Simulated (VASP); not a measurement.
# GaP (F-43m) in VASP: single point with PBE

Aim: the single point of GaP with PBE.

Everything below comes from runs of VASP 6.6.1. Logs are shortened: lines on timing, memory, paths and dates and some standing lists are left out, and cuts for length are marked.

## Step 1: The cell of the first run

It takes space group F-43m (No. 216, cubic). The conventional cell has a = 5.507 Å, b = 5.507 Å, c = 5.507 Å, α = 90.00°, β = 90.00°, γ = 90.00°. Ga (site symmetry -43m) has 4 P at 2.38 Å within 3.1 Å. P (site symmetry -43m) has 4 Ga at 2.38 Å within 3.1 Å.

## Step 2: Single point, PBE

File INCAR:

```
SYSTEM = GaP
PREC = Accurate
ENCUT = 500
EDIFF = 1E-6
ISMEAR = 0
SIGMA = 0.02
LREAL = .False.
LASPH = .True.
NELM = 120
ALGO = Normal
ISIF = 2
LWAVE = .False.
LCHARG = .True.
GGA = PE
LELF = .True.
LVHAR = .True.
NBANDS = 16
GGA_COMPAT = .False.
```

File KPOINTS:

```
Automatic mesh
0
Gamma
  10 10 10
  0 0 0
```

File POSCAR:

```
GaP
1.0
    0.0000000000      2.7533028932      2.7533028932
    2.7533028932      0.0000000000      2.7533028932
    2.7533028932      2.7533028932      0.0000000000
Ga P
1 1
Direct
    0.0000000000      0.0000000000      0.0000000000
    0.2500000000      0.2500000000      0.2500000000
```

Potentials or basis: VASP PAW PBE potentials, release 64 (Ga_d, P).

Launch:

```console
cat potpaw_PBE.64/Ga_d/POTCAR potpaw_PBE.64/P/POTCAR > POTCAR
mpirun -np 1 vasp_std > vasp.out
```

OUTCAR:

```text
SYSTEM = GaP
   PREC = Accurate
   ENCUT = 500
   EDIFF = 1E-6
   ISMEAR = 0
   LREAL = .False.
   LASPH = .True.
   NELM = 120
   ISIF = 2
   GGA = PE

 ion  position               nearest neighbor table
   1  0.000  0.000  0.000-   2 2.38   2 2.38   2 2.38   2 2.38
   2  0.250  0.250  0.250-   1 2.38   1 2.38   1 2.38   1 2.38

  LATTYP: Found a face centered cubic cell.
 ALAT       =     5.5066057864

  Lattice vectors:

 A1 = (   0.0000000000,   2.7533028932,   2.7533028932)
 A2 = (   2.7533028932,   0.0000000000,   2.7533028932)
 A3 = (   2.7533028932,   2.7533028932,   0.0000000000)

Analysis of symmetry for initial positions (statically):
=====================================================================
 Subroutine PRICEL returns:
 Original cell was already a primitive cell.

 Routine SETGRP: Setting up the symmetry group for a
 face centered cubic supercell.

 Subroutine GETGRP returns: Found 24 space group operations
 (whereof 24 operations were pure point group operations)
 out of a pool of 48 trial point group operations.

The static configuration has the point symmetry T_d .

Analysis of symmetry for dynamics (positions and initial velocities):
=====================================================================
 Subroutine PRICEL returns:
 Original cell was already a primitive cell.

 Routine SETGRP: Setting up the symmetry group for a
 face centered cubic supercell.

 Subroutine GETGRP returns: Found 24 space group operations
 (whereof 24 operations were pure point group operations)
 out of a pool of 48 trial point group operations.

The dynamic configuration has the point symmetry T_d .

 Subroutine INISYM returns: Found 24 space group operations
 (whereof 24 operations are pure point group operations),
 and found     1 'primitive' translations

----------------------------------------------------------------------------------------

                                     Primitive cell

  volume of cell :      41.7438

  direct lattice vectors                    reciprocal lattice vectors
     0.000000000  2.753302893  2.753302893    -0.181600071  0.181600071  0.181600071
     2.753302893  0.000000000  2.753302893     0.181600071 -0.181600071  0.181600071
     2.753302893  2.753302893  0.000000000     0.181600071  0.181600071 -0.181600071

  length of vectors
     3.893758293  3.893758293  3.893758293     0.314540549  0.314540549  0.314540549

  position of ions in fractional coordinates (direct lattice)
     0.000000000  0.000000000  0.000000000
     0.250000000  0.250000000  0.250000000

  ion indices of the primitive-cell ions
   primitive index   ion index
                 1           1
                 2           2

----------------------------------------------------------------------------------------

 KPOINTS: Automatic mesh

Automatic generation of k-mesh.
 Grid dimensions read from file:
 generate k-points for:   10   10   10

 Generating k-lattice:

  Cartesian coordinates                     Fractional coordinates (reciprocal lattice)
    -0.018160007  0.018160007  0.018160007     0.100000000  0.000000000  0.000000000
     0.018160007 -0.018160007  0.018160007     0.000000000  0.100000000  0.000000000
     0.018160007  0.018160007 -0.018160007     0.000000000  0.000000000  0.100000000

  Length of vectors
     0.031454055  0.031454055  0.031454055

  Shift w.r.t. Gamma in fractional coordinates (k-lattice)
     0.000000000  0.000000000  0.000000000

 Subroutine IBZKPT returns following result:
 ===========================================

 Found     47 irreducible k-points:

 Following reciprocal coordinates:
            Coordinates               Weight
  0.000000  0.000000  0.000000      1.000000
  0.100000  0.000000  0.000000      8.000000
  0.200000  0.000000  0.000000      8.000000
  0.300000  0.000000  0.000000      8.000000
  0.400000  0.000000  0.000000      8.000000
  0.500000  0.000000  0.000000      4.000000
[... 16 lines left out ...]
  0.300000  0.300000  0.000000      6.000000
  0.400000  0.300000  0.000000     24.000000
 [... further k-points ...]
   k-points           NKPTS =     47   k-points in BZ     NKDIM =     47   number of bands    NBANDS=     16
   number of dos      NEDOS =    301   number of ions     NIONS =      2
   total plane-waves  NPLWV =  21952
   dimension x,y,z NGX =    28 NGY =   28 NGZ =   28
   dimension x,y,z NGXF=    56 NGYF=   56 NGZF=   56
   ions per type =               1   1
   NGX,Y,Z   is equivalent  to a cutoff of  11.95, 11.95, 11.95 a.u.
   NGXF,Y,Z  is equivalent  to a cutoff of  23.91, 23.91, 23.91 a.u.
 SYSTEM =  GaP
   PREC   = accura    normal or accurate (medium, high low for compatibility)
   ISTART =      0    job   : 0-new  1-cont  2-samecut
   ICHARG =      2    charge: 1-file 2-atom 10-const
   ISPIN  =      1    spin polarized calculation?
   LNONCOLLINEAR =      F non collinear calculations
   LSORBIT =      F    spin-orbit coupling
   LASPH  =      T    aspherical Exc in radial PAW
   ENCUT  =  500.0 eV  36.75 Ry    6.06 a.u.   7.10  7.10  7.10*2*pi/ulx,y,z
   NELM   =    120;   NELMIN=  2; NELMDL= -5     # of ELM steps
   EDIFF  = 0.1E-05   stopping-criterion for ELM
   LREAL  =      F    real-space projection
   EDIFFG = 0.1E-04   stopping-criterion for IOM
   NSW    =      0    number of steps for IOM
   IBRION =     -1    ionic relax: 0-MD 1-quasi-New 2-CG
   NFREE  =      0    steps in history (QN), initial steepest desc. (CG)
   ISIF   =      2    stress and relaxation
   ISYM   =      2    0-nonsym 1-usesym 2-fastsym
   POTIM  = 0.5000    time-step for ionic-motion
   TEBEG  =    0.0;   TEEND  =   0.0 temperature during run
   PSTRESS=    0.0 pullay stress
   NELECT =      18.0000    total number of electrons
   NUPDOWN=      -1.0000    fix difference up-down
   EMIN   =  10.00;   EMAX   =-10.00  energy-range for DOS
   EFERMI =   0.00;   METHOD = LEGACY
   ISMEAR =     0;   SIGMA  =   0.02  broadening in eV -4-tet -1-fermi 0-gaus
   EFERMI_NEDOS =   21; number of points for ismear=-14 and -15
   IALGO  =     38    algorithm
   IMIX   =      4    mixing-type and parameters
     AMIX     =   0.40;   BMIX     =  1.00
     AMIX_MAG =   1.60;   BMIX_MAG =  1.00
  volume/ion in A,a.u.               =      20.87       140.85
  Fermi-wavevector in a.u.,A,eV,Ry     =   1.236806  2.337225 20.812692  1.529690
  Thomas-Fermi vector in A             =   2.371400
   LORBIT       =      0    0 simple, 1 ext, 2 COOP (PROOUT), +10 PAW based schemes
   GGA     = PE    functional components
   LHFCALC =     F    Hartree Fock is set to
   AEXX    =    0.0000 exact exchange contribution
   IVDW    =     0    specifies the selected vdW correction
   LEPSILON=     F    determine dielectric tensor
   LRPA    =     F    only Hartree local field effects (RPA)
 non-spin polarized calculation
 Gauss-broadening in eV      SIGMA  =   0.02
  energy-cutoff  :      500.00
  volume of cell :       41.74
 maximum number of plane-waves:      1073
   NGX = 15   NGY = 15   NGZ = 15

 number of electron      18.0000009 magnetization

 Free energy of the ion-electron system (eV)
  ---------------------------------------------------
  ext. energy  EPLUGINS =         0.00000000
  ---------------------------------------------------
  free energy    TOTEN  =        -9.12747721 eV

  energy without entropy =       -9.12747721  energy(sigma->0) =       -9.12747721

 E-fermi :   4.4331     XC(G=0):  -9.6943

 val. band max:        4.3424952819   @ k =   0.0000   0.0000   0.0000
 cond. band min:       5.9160331431   @ k =   0.0000   0.0000   0.0000
 fundamental gap:      1.5735378612
 Fermi energy:         4.4331458719

 k-point     1 :       0.0000    0.0000    0.0000
  band No.  band energies     occupation
      1     -10.1584      2.00000
      2     -10.1584      2.00000
      3     -10.1584      2.00000
      4     -10.0677      2.00000
      5     -10.0677      2.00000
      6      -7.9222      2.00000
[... 8 lines left out ...]
     15      14.0876      0.00000
     16      14.0876      0.00000

 k-point     2 :       0.1000    0.0000    0.0000
  band No.  band energies     occupation
      1     -10.1661      2.00000
      2     -10.1556      2.00000
      3     -10.1556      2.00000
      4     -10.0677      2.00000
      5     -10.0677      2.00000
      6      -7.7973      2.00000
[... 8 lines left out ...]
     15      13.6333      0.00000
     16      13.6333      0.00000

 k-point     3 :       0.2000    0.0000    0.0000
  band No.  band energies     occupation
      1     -10.1853      2.00000
      2     -10.1488      2.00000
      3     -10.1488      2.00000
      4     -10.0673      2.00000
      5     -10.0673      2.00000
      6      -7.4354      2.00000
[... 8 lines left out ...]
     15      13.2210      0.00000
     16      14.3421      0.00000

 k-point     4 :       0.3000    0.0000    0.0000
  band No.  band energies     occupation
      1     -10.2073      2.00000
      2     -10.1418      2.00000
      3     -10.1418      2.00000
      4     -10.0654      2.00000
      5     -10.0654      2.00000
      6      -6.8830      2.00000
[... 8 lines left out ...]
     15      13.6102      0.00000
     16      13.9996      0.00000

 k-point     5 :       0.4000    0.0000    0.0000
  band No.  band energies     occupation
      1     -10.2240      2.00000
      2     -10.1373      2.00000
      3     -10.1373      2.00000
      4     -10.0625      2.00000
      5     -10.0625      2.00000
      6      -6.2714      2.00000
[... 8 lines left out ...]
     15      14.8024      0.00000
     16      14.8024      0.00000

 k-point     6 :       0.5000    0.0000    0.0000
  band No.  band energies     occupation
      1     -10.2302      2.00000
      2     -10.1359      2.00000
      3     -10.1359      2.00000
      4     -10.0611      2.00000
      5     -10.0611      2.00000
      6      -5.9556      2.00000
[... 8 lines left out ...]
     15      15.9305      0.00000
     16      15.9305      0.00000

 k-point     7 :       0.1000    0.1000    0.0000
  band No.  band energies     occupation
      1     -10.1715      2.00000
      2     -10.1530      2.00000
      3     -10.1530      2.00000
      4     -10.0700      2.00000
      5     -10.0658      2.00000
      6      -7.7558      2.00000
[... 8 lines left out ...]
     15      13.8487      0.00000
     16      14.2424      0.00000

 k-point     8 :       0.2000    0.1000    0.0000
  band No.  band energies     occupation
      1     -10.1870      2.00000
      2     -10.1474      2.00000
      3     -10.1461      2.00000
      4     -10.0720      2.00000
      5     -10.0640      2.00000
      6      -7.4726      2.00000
[... 8 lines left out ...]
     15      14.1144      0.00000
     16      14.8318      0.00000

 k-point     9 :       0.3000    0.1000    0.0000
  band No.  band energies     occupation
      1     -10.2061      2.00000
      2     -10.1414      2.00000
      3     -10.1386      2.00000
      4     -10.0720      2.00000
      5     -10.0619      2.00000
      6      -6.9801      2.00000
[... 8 lines left out ...]
     15      14.3229      0.00000
     16      14.8905      0.00000
[... 172 lines left out ...]
 k-point    19 :       0.5000    0.2000    0.0000
  band No.  band energies     occupation
      1     -10.2362      2.00000
      2     -10.1286      2.00000
      3     -10.1221      2.00000
      4     -10.0749      2.00000
      5     -10.0580      2.00000
      6      -5.7549      2.00000
[... 8 lines left out ...]
     15      15.9685      0.00000
     16      16.8609      0.00000

 k-point    20 :      -0.4000    0.2000    0.0000
  band No.  band energies     occupation
      1     -10.2348      2.00000
      2     -10.1301      2.00000
      3     -10.1237      2.00000
      4     -10.0694      2.00000
      5     -10.0626      2.00000
      6      -5.6617      2.00000
[... 8 lines left out ...]
     15      14.3356      0.00000
     16      16.7040      0.00000

 k-point    21 :      -0.3000    0.2000    0.0000
  band No.  band energies     occupation
      1     -10.2263      2.00000
      2     -10.1325      2.00000
      3     -10.1289      2.00000
      4     -10.0680      2.00000
      5     -10.0654      2.00000
      6      -6.1092      2.00000
[... 8 lines left out ...]
     15      15.1783      0.00000
     16      17.0142      0.00000

 k-point    22 :      -0.2000    0.2000    0.0000
  band No.  band energies     occupation
      1     -10.2128      2.00000
      2     -10.1372      2.00000
      3     -10.1362      2.00000
      4     -10.0707      2.00000
      5     -10.0638      2.00000
      6      -6.6934      2.00000
[... 8 lines left out ...]
     15      15.4947      0.00000
     16      16.2318      0.00000

 k-point    23 :       0.3000    0.3000    0.0000
  band No.  band energies     occupation
      1     -10.2334      2.00000
      2     -10.1206      2.00000
      3     -10.1206      2.00000
      4     -10.0869      2.00000
      5     -10.0549      2.00000
      6      -6.5210      2.00000
[... 8 lines left out ...]
     15      15.4087      0.00000
     16      17.8961      0.00000

 k-point    24 :       0.4000    0.3000    0.0000
  band No.  band energies     occupation
      1     -10.2444      2.00000
      2     -10.1153      2.00000
      3     -10.1135      2.00000
      4     -10.0893      2.00000
      5     -10.0530      2.00000
      6      -6.0254      2.00000
[... 8 lines left out ...]
     15      16.0421      0.00000
     16      17.8860      0.00000

 [... further k-points ...]

------------------------ aborting loop because EDIFF is reached ----------------------------------------

  FORCE on cell =-STRESS in cart. coord.  units (eV):
  Direction    XX          YY          ZZ          XY          YZ          ZX
  --------------------------------------------------------------------------------------
  -------------------------------------------------------------------------------------
  Total       -0.0247942     -0.0247942     -0.0247942      0.0000000      0.0000000     -0.0000000
  in kB       -0.9516323     -0.9516323     -0.9516323      0.0000000      0.0000000     -0.0000000
  external PRESSURE =      -0.9516323 kB  Pullay stress =       0.0000000 kB

 VOLUME and BASIS-vectors are now :
 -----------------------------------------------------------------------------
  energy-cutoff  :      500.00
  volume of cell :       41.74
      direct lattice vectors                 reciprocal lattice vectors
     0.000000000  2.753302893  2.753302893    -0.181600071  0.181600071  0.181600071
     2.753302893  0.000000000  2.753302893     0.181600071 -0.181600071  0.181600071
     2.753302893  2.753302893  0.000000000     0.181600071  0.181600071 -0.181600071

 POSITION                                       TOTAL-FORCE (eV/Angst)
 -----------------------------------------------------------------------------------
      0.00000      0.00000      0.00000        -0.000000     -0.000000      0.000000
      1.37665      1.37665      1.37665         0.000000      0.000000     -0.000000
 -----------------------------------------------------------------------------------
    total drift:                                0.000001      0.000001      0.000001

  FREE ENERGIE OF THE ION-ELECTRON SYSTEM (eV)
  ---------------------------------------------------
  free  energy   TOTEN  =        -9.1274772086 eV

  energy  without entropy=       -9.1274772086  energy(sigma->0) =       -9.12747721
```

Run time: 11 s. Hardware: 1 thread of Intel Xeon 6975P-C (Granite Rapids), shared host; peak memory 0.17 GiB.

Results:

```yaml
Free_energy: -9.1275 eV
Pressure: -0.1 GPa
Band_gap_on_the_k_mesh: 1.57 eV
```

Levels at points of the mesh, in eV from the valence-band top:
```csv
k point,band 6,band 7,band 8,band 9,band 10,band 11,band 12,band 13
"(0.00, 0.00, 0.00)",-12.26,0.00,0.00,0.00,1.57,3.90,3.90,3.90
"(0.50, 0.00, 0.00)",-10.30,-6.46,-1.07,-1.07,1.58,4.73,4.73,8.22
"(0.50, 0.50, 0.00)",-9.44,-6.61,-2.58,-2.58,1.72,1.85,10.37,10.37
```

A k mesh can miss the band edges.
